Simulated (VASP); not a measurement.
A run of VASP 6.6.1 is set up as follows.

File POSCAR:

```
CdS
1.0
    0.0000000000      2.6772000000      3.0264000000
    2.6772000000      0.0000000000      3.0264000000
    2.6772000000      2.6772000000      0.0000000000
Cd S
1 1
Direct
    0.0000000000      0.0000000000      0.0000000000
    0.7500000000      0.7500000000      0.7500000000
```

File INCAR.step1:

```
  ALGO = Normal
  EDIFF = 1E-4
  ENCUT = 520
  GGA = PE
  ISMEAR = 0
  LASPH = True
  LCHARG = False
  LREAL = False
  LWAVE = True
  NBANDS = 16
  NELM = 100
  PREC = Accurate
  SIGMA = 0.05
```

File INCAR.step2:

```
  ALGO = Normal
  EDIFF = 1E-6
  ENCUT = 520
  ISIF = 2
  ISMEAR = 0
  ISTART = 1
  LASPH = True
  LCHARG = False
  LMIXTAU = True
  LREAL = False
  LWAVE = False
  METAGGA = R2SCAN
  NBANDS = 16
  NELM = 100
  PREC = Accurate
  SIGMA = 0.05
```

The input KPOINTS:

```
k-points
0
Gamma
  8 8 8
```

Potentials or basis: VASP PAW PBE potentials, release 64 (Cd, S).

Command:

```console
$ cat potpaw_PBE.64/Cd/POTCAR potpaw_PBE.64/S/POTCAR > POTCAR
$ cp INCAR.step1 INCAR
$ mpirun -np 1 vasp_std > vasp.out
$ cp INCAR.step2 INCAR
$ mpirun -np 1 vasp_std > vasp.out
```

(1) Estimate the pressure.

(2) Estimate the band gap on the k mesh.

Answers

(1) 13.4 GPa.

(2) 1.71 eV.

Caveat: the cell differs from its parent crystal (strain -0.080 along x and y, +0.040 along z); the cell stands under pressure; the PAW data sets were made with another functional, which shifts forces and pressure a little.
